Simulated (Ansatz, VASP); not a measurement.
## C4F: VASP beside Ansatz

Contents of INCAR:

```
SYSTEM = C4F
ALGO     = Normal         ! electronic algorithm
EDIFF    = 1E-7           ! SCF threshold, eV
EDIFFG   = -0.01          ! ionic threshold
ENCUT    = 600            ! plane-wave cutoff, eV
GGA      = PE             ! functional
GGA_COMPAT= .False.      
IBRION   = 2              ! ionic algorithm
ISIF     = 3              ! what is computed and relaxed
ISMEAR   = 0              ! smearing method
IVDW     = 12             ! dispersion correction
LASPH    = .True.         ! aspherical terms in the spheres
LCHARG   = .False.        ! write CHGCAR
LREAL    = .False.        ! projectors in reciprocal space
LWAVE    = .False.        ! write WAVECAR
NELM     = 120            ! most SCF steps
NELMIN   = 4            
NSW      = 100            ! ionic steps
PREC     = Accurate       ! precision mode
SIGMA    = 0.1            ! smearing width, eV
```

File KPOINTS:

```
k-points
0
Gamma
  12 12 12
  0 0 0
```

Contents of POSCAR:

```
C4F
1.0
    2.0896147581      1.2064396431      2.5512305769
   -2.0896147581      1.2064396431      2.5512305769
    0.0000000000     -2.4128792862      2.5512305769
C F
4 1
Direct
    0.5000000000      0.5000000000      0.0000000000
    0.0000000000      0.5000000000      0.5000000000
    0.5000000000      0.0000000000      0.5000000000
    0.5000000000      0.5000000000      0.5000000000
    0.0000000000      0.0000000000      0.0000000000
```

Input for Ansatz:

```yaml
crystal:
  lattice:
    - [2.0896147581, 1.2064396431, 2.5512305769]
    - [-2.0896147581, 1.2064396431, 2.5512305769]
    - [0.0, -2.4128792862, 2.5512305769]
  atoms:
    - { symbol: C, position: [0.5, 0.5, 0.0] }
    - { symbol: C, position: [0.0, 0.5, 0.5] }
    - { symbol: C, position: [0.5, 0.0, 0.5] }
    - { symbol: C, position: [0.5, 0.5, 0.5] }
    - { symbol: F, position: [0.0, 0.0, 0.0] }
basis:
  ecutwfc: 420
kpoints:
  mp_grid: { grid: [12, 12, 12] }
hamiltonian:
  xc: pbe
  dispersion: d3bj
scf:
  occupations: { method: gaussian, width: 0.1 }
output:
  forces: true
  stress: true
  eigenvalues: true
relax:
  adjacent_minimum: "off"
  f_tol: 0.01
  max_steps: 80
  cell: { stress_tol: 0.05 }
```

Alike in both runs: task relaxation of cell and atoms; functional PBE; dispersion D3(BJ); k mesh 12 × 12 × 12; occupations gaussian, width 0.1 eV; no spin polarisation.

```csv
,VASP,Ansatz
version,VASP 6.6.1,Ansatz 0.2.0
potentials or method,"VASP PAW PBE potentials, release 64 (C, F), cutoff 600 eV","scalar-relativistic, plane waves, PAW"
valence electrons in the cell,23,23
```

|  | VASP | Ansatz | Ansatz less VASP |
| --- | --- | --- | --- |
| gap on the k mesh at the Fermi level, each at its own relaxed structure (eV) | none | none | - |
| relaxed volume (Å³/atom) | 7.67 | 7.69 | +0.013 |
| relaxed length of the cell vector where the two differ most in proportion (Å) | 3.504 | 3.506 | +0.0019 |

A gap of «none» marks a metal or a gap that the smearing closes. Ansatz's warnings: dispersion switch in reach, relaxed geometry near dispersion switch.
